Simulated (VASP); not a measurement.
# MoS (Fm-3m) in VASP: notebook, part 2 of 2

VASP 6.6.1.

### Step 4. Relaxation of cell and atoms, PBE, collinear spin, ferromagnetic start

This run uses another cell than the first one, of 18.06 Å³/atom, 1.183 times its volume.

The input, INCAR:

```
SYSTEM = MoS
ALGO = Normal ; EDIFF = 1E-6
EDIFFG = -0.04 ; ENCUT = 600
GGA = PE ; IBRION = 2
ISIF = 3 ; ISMEAR = 0
ISPIN = 2 ; LASPH = .True.
LCHARG = .False. ; LMAXMIX = 4
LORBIT = 11 ; LREAL = .False.
LWAVE = .False. ; MAGMOM = 1 0
NELM = 150 ; NSW = 90
PREC = Accurate ; SIGMA = 0.1
```

The input, KPOINTS:

```
k-points
0
Gamma
  6 6 6
  0 0 0
```

The input, POSCAR:

```
MoS
1.0
    0.0000000000      2.6234515600      2.6234515600
    2.6234515600      0.0000000000      2.6234515600
    2.6234515600      2.6234515600      0.0000000000
Mo S
1 1
Direct
    0.5000000000      0.5000000000      0.5000000000
    0.0000000000      0.0000000000      0.0000000000
```

Potentials or basis: VASP PAW PBE potentials, release 64 (Mo_sv, S).

The run is started by

```bash
cat potpaw_PBE.64/Mo_sv/POTCAR potpaw_PBE.64/S/POTCAR > POTCAR
mpirun -np 1 vasp_std > vasp.out
```

OUTCAR:

```text
SYSTEM = MoS
   EDIFF = 1E-6
   EDIFFG = -0.04
   ENCUT = 600
   GGA = PE
   IBRION = 2
   ISIF = 3
   ISMEAR = 0
   ISPIN = 2
   LASPH = .True.
   LORBIT = 11
   LREAL = .False.
   NELM = 150
   NSW = 90
   PREC = Accurate

 ion  position               nearest neighbor table
   1  0.500  0.500  0.500-   2 2.62   2 2.62   2 2.62   2 2.62   2 2.62   2 2.62
   2  0.000  0.000  0.000-   1 2.62   1 2.62   1 2.62   1 2.62   1 2.62   1 2.62

  LATTYP: Found a face centered cubic cell.
 ALAT       =     5.2469031200

  Lattice vectors:

 A1 = (   0.0000000000,   2.6234515600,   2.6234515600)
 A2 = (   2.6234515600,   0.0000000000,   2.6234515600)
 A3 = (   2.6234515600,   2.6234515600,   0.0000000000)

Analysis of symmetry for initial positions (statically):
=====================================================================
 Subroutine PRICEL returns:
 Original cell was already a primitive cell.

 Routine SETGRP: Setting up the symmetry group for a
 face centered cubic supercell.

 Subroutine GETGRP returns: Found 48 space group operations
 (whereof 48 operations were pure point group operations)
 out of a pool of 48 trial point group operations.

The static configuration has the point symmetry O_h .

Analysis of symmetry for dynamics (positions and initial velocities):
=====================================================================
 Subroutine PRICEL returns:
 Original cell was already a primitive cell.

 Routine SETGRP: Setting up the symmetry group for a
 face centered cubic supercell.

 Subroutine GETGRP returns: Found 48 space group operations
 (whereof 48 operations were pure point group operations)
 out of a pool of 48 trial point group operations.

The dynamic configuration has the point symmetry O_h .

Analysis of structural, dynamic, and magnetic symmetry:
=====================================================================
 Subroutine PRICEL returns:
 Original cell was already a primitive cell.

 Routine SETGRP: Setting up the symmetry group for a
 face centered cubic supercell.

 Subroutine GETGRP returns: Found 48 space group operations
 (whereof 48 operations were pure point group operations)
 out of a pool of 48 trial point group operations.

The overall configuration has the point symmetry O_h .
[... 119 lines left out ...]
   LEPSILON=     F    determine dielectric tensor
   LRPA    =     F    only Hartree local field effects (RPA)
 conjugate gradient relaxation of ions
 spin polarized calculation
 Gauss-broadening in eV      SIGMA  =   0.10
  energy-cutoff  :      600.00
  volume of cell :       36.11
 maximum number of plane-waves:      1243
 NGX is ok and might be reduce to    30
   NGX = 15   NGY = 15   NGZ = 15

--------------------------------------- Ionic step        1  -------------------------------------------

 number of electron      19.9999999 magnetization       0.5949975

 Free energy of the ion-electron system (eV)
  ---------------------------------------------------
  ext. energy  EPLUGINS =         0.00000000
  ---------------------------------------------------
  free energy    TOTEN  =       -14.24858480 eV

  energy without entropy =      -14.23533064  energy(sigma->0) =      -14.24195772

 E-fermi :   9.0914     XC(G=0): -11.4137

 val. band max:        9.0876662076   @ k =  -0.3333   0.5000   0.1667
 cond. band min:       9.1739849766   @ k =   0.1667   0.0000   0.0000
 fundamental gap:      0.0863187690
 Fermi energy:         9.0914106658

 spin component 1

 k-point     1 :       0.0000    0.0000    0.0000
  band No.  band energies     occupation
      1     -52.5385      1.00000
      2     -26.6083      1.00000
      3     -26.6083      1.00000
      4     -26.6083      1.00000
      5      -6.1217      1.00000
      6       6.3287      1.00000
      7       6.3287      1.00000
      8       6.3287      1.00000
      9       7.1747      1.00000
     10       7.1747      1.00000
     11       7.1747      1.00000
[... 672 lines left out ...]
--------------------------------------- Ionic step        4  -------------------------------------------

 number of electron      19.9999998 magnetization      -0.0000534

 Free energy of the ion-electron system (eV)
  ---------------------------------------------------
  ext. energy  EPLUGINS =         0.00000000
  ---------------------------------------------------
  free energy    TOTEN  =       -14.63562519 eV

  energy without entropy =      -14.61550473  energy(sigma->0) =      -14.62556496

 E-fermi :  11.6018     XC(G=0): -12.2898

 val. band max:       11.5447269830   @ k =   0.5000   0.0000   0.0000
 cond. band min:      11.6299567350   @ k =   0.5000   0.3333   0.0000
 fundamental gap:      0.0852297520
 Fermi energy:        11.6017885215

 spin component 1

 k-point     1 :       0.0000    0.0000    0.0000
  band No.  band energies     occupation
      1     -49.9559      1.00000
      2     -24.0276      1.00000
      3     -24.0276      1.00000
      4     -24.0276      1.00000
      5      -4.8087      1.00000
      6       8.5268      1.00000
      7       8.5268      1.00000
      8       8.5268      1.00000
      9       9.1341      1.00000
     10       9.1341      1.00000
     11       9.1341      1.00000
[... 592 lines left out ...]
  FREE ENERGIE OF THE ION-ELECTRON SYSTEM (eV)
  ---------------------------------------------------
  free  energy   TOTEN  =       -14.6356251935 eV

  energy  without entropy=      -14.6155047334  energy(sigma->0) =      -14.62556496

 reached required accuracy - stopping structural energy minimisation

 total charge

# of ion       s       p       d       tot
------------------------------------------
    1        2.214   6.118   4.066  12.398
    2        1.311   2.399   0.000   3.710
--------------------------------------------------
tot          3.525   8.517   4.066  16.108

 magnetization (x)

# of ion       s       p       d       tot
------------------------------------------
    1        0.000   0.000   0.000   0.000
    2       -0.000  -0.000   0.000  -0.000
--------------------------------------------------
tot         -0.000  -0.000   0.000  -0.000
```

It took 40 s on 1 thread of Intel Xeon 6975P-C (Granite Rapids), shared host; peak memory 0.2 GiB.

What came out:

```
Free energy                                           : -14.6356 eV
Relaxed volume                                        : 15.26 Å³/atom
Relaxed cell                                          : a = 3.508 Å, b = 3.508 Å, c = 3.508 Å, α = 60.00°, β = 60.00°, γ = 60.00°
Space group after relaxing (to 0.05 Å)                : Fm-3m (No. 225)
Energy gained by relaxing                             : 193.5 meV/atom
Ionic steps                                           : 4
Pressure after relaxing                               : -0.3 GPa
Band gap on the k mesh                                : zero (filled and empty bands overlap)
Net moment                                            : 0.00 μB per cell
Valence electrons inside the program's atomic spheres : Mo 12.40; S 3.71
```

The path:
| step | energy change (eV) | largest force (eV/Å) | pressure (GPa) | volume (Å³) |
| --- | --- | --- | --- | --- |
| 1 | 0.0000 | 0.0000 | -19.15 | 36.11 |
| 2 | 0.0913 | 0.0000 | 39.57 | 25.97 |
| 3 | -0.3863 | 0.0000 | -1.10 | 30.68 |
| 4 | -0.3870 | 0.0000 | -0.30 | 30.52 |

Final structure:
```
CELL_PARAMETERS angstrom
0.00000 2.48046 2.48046
2.48046 0.00000 2.48046
2.48046 2.48046 0.00000
ATOMIC_POSITIONS crystal
Mo 0.50000 0.50000 0.50000
S 0.00000 0.00000 0.00000
```

Caveat: the volume moved by over 15 % at a fixed basis, so the end points are rough.

### Step 5. Single point, PBE, collinear spin, ferromagnetic start

This run uses another cell than the first one, of 15.22 Å³/atom, 0.997 times its volume.

The input, INCAR:

```
  ALGO = Normal
  EDIFF = 1E-6
  ENCUT = 520
  GGA = PE
  ISIF = 2
  ISMEAR = 0
  ISPIN = 2
  LASPH = T
  LCHARG = F
  LMAXMIX = 4
  LORBIT = 11
  LREAL = F
  LWAVE = F
  MAGMOM = 0.43 0
  NBANDS = 21
  NELM = 150
  PREC = Accurate
  SIGMA = 0.1
```

The input, KPOINTS:

```
k-points
0
Gamma
  20 20 20
```

The input, POSCAR:

```
MoS
1.0
    0.0000000000      2.4781323691      2.4781323691
    2.4781323691      0.0000000000      2.4781323691
    2.4781323691      2.4781323691      0.0000000000
Mo S
1 1
Direct
    0.5000000000      0.5000000000      0.5000000000
    0.0000000000      0.0000000000      0.0000000000
```

The run is started by

```bash
cat potpaw_PBE.64/Mo_sv/POTCAR potpaw_PBE.64/S/POTCAR > POTCAR
mpirun -np 1 vasp_std > vasp.out
```

Wall time 2.3 min (1 thread of Intel Xeon 6975P-C (Granite Rapids), shared host); peak memory 0.35 GiB.

It converged, with:

* Free energy: -14.6422 eV
* Pressure: 0.2 GPa
* Net moment: 0.11 μB per cell
* Site moments: Mo +0.10; S -0.00 μB
* Valence electrons inside the program's atomic spheres: Mo 12.40; S 3.71

Levels at points of the mesh, in eV from the Fermi level:
Spin up:
```tsv
k point	band 7	band 8	band 9	band 10	band 11	band 12	band 13	band 14
(0.00, 0.00, 0.00)	-2.99	-2.99	-2.44	-2.44	-2.44	-2.01	-2.01	3.46
(0.50, 0.00, 0.00)	-6.38	-6.38	-0.02	-0.02	0.71	2.53	4.97	4.97
(0.50, 0.50, 0.00)	-4.35	-4.35	-4.32	-0.97	0.68	0.68	1.77	3.33
```
Spin down:
| k point | band 8 | band 9 | band 10 | band 11 | band 12 | band 13 |
| --- | --- | --- | --- | --- | --- | --- |
| (0.00, 0.00, 0.00) | -2.99 | -2.37 | -2.37 | -2.37 | -1.96 | -1.96 |
| (0.50, 0.00, 0.00) | -6.36 | 0.06 | 0.06 | 0.79 | 2.55 | 5.01 |
| (0.50, 0.50, 0.00) | -4.34 | -4.26 | -0.92 | 0.78 | 0.78 | 1.82 |

### Step 6. Summary

| task | cell | k mesh | cutoff (eV) | gap on the mesh (eV) | pressure (GPa) | moment (μB) |
| --- | --- | --- | --- | --- | --- | --- |
| single point | a = 3.508 Å, angles 60.0°, 2 atoms | 6 × 6 × 6 | 520 | none | 0.1 | 0.52 |
| single point | a = 3.710 Å, angles 60.0°, 2 atoms | 6 × 6 × 6 | 520 | none | -19.2 | 0.60 |
| relaxation of cell and atoms | relaxed from a = 3.710 Å, angles 60.0°, 2 atoms | 6 × 6 × 6 | 600 | none | -0.3 | 0.00 |
| single point | a = 3.505 Å, angles 60.0°, 2 atoms | 20 × 20 × 20 | 520 | none | 0.2 | 0.11 |

Alike in all rows: level PBE; potentials or basis VASP PAW PBE potentials, release 64 (Mo_sv, S); spin collinear, ferromagnetic start; smearing gaussian 0.1 eV.

Caveats: some runs use coarse meshes; the volume moved by over 15 % at a fixed basis, so the end points are rough (some runs).

Total energies depend on the potentials used, so only differences within one code and one set of settings carry meaning.
